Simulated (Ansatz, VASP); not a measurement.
Al2Cu: VASP beside Ansatz

```
CELL_PARAMETERS angstrom
4.08803 0.00000 0.00000
0.00000 4.08803 0.00000
0.00000 0.00000 2.85133
ATOMIC_POSITIONS crystal
Al 0.50000 0.00000 0.50000
Al 0.00000 0.50000 0.50000
Cu 0.00000 0.00000 0.89479
```

Alike in both runs: task single point; functional r2SCAN; k mesh 12 × 12 × 16; occupations gaussian, width 0.15 eV; no spin polarisation.

|  | VASP | Ansatz |
| --- | --- | --- |
| version | VASP 6.6.1 | Ansatz 0.2.0 |
| potentials or method | VASP PAW PBE potentials, release 64 (Al, Cu), cutoff 520 eV | scalar-relativistic, plane waves, PAW |
| valence electrons in the cell | 17 | 25 |

VASP gave:

* gap on the k mesh at the Fermi level (eV): none
* pressure (GPa): 2.9
* traceless stress, the component that is largest in VASP (GPa): -2.39
* rms of the force components (eV/Å): 0.759

Task: Estimate Ansatz's values.

Result: gap on the k mesh at the Fermi level (eV): none; pressure (GPa): 3.2; traceless stress, the component that is largest in VASP (GPa): -2.40; rms of the force components (eV/Å): 0.759.

VASP's potentials were made for PBE, not for r2SCAN. Atom by atom the forces differ by 0.000 eV/Å (rms over components). A gap of «none» marks a metal or a gap that the smearing closes. VASP's potentials hold 17 valence electrons a cell and Ansatz's 25, so a difference there can come from the potentials and not from the codes.
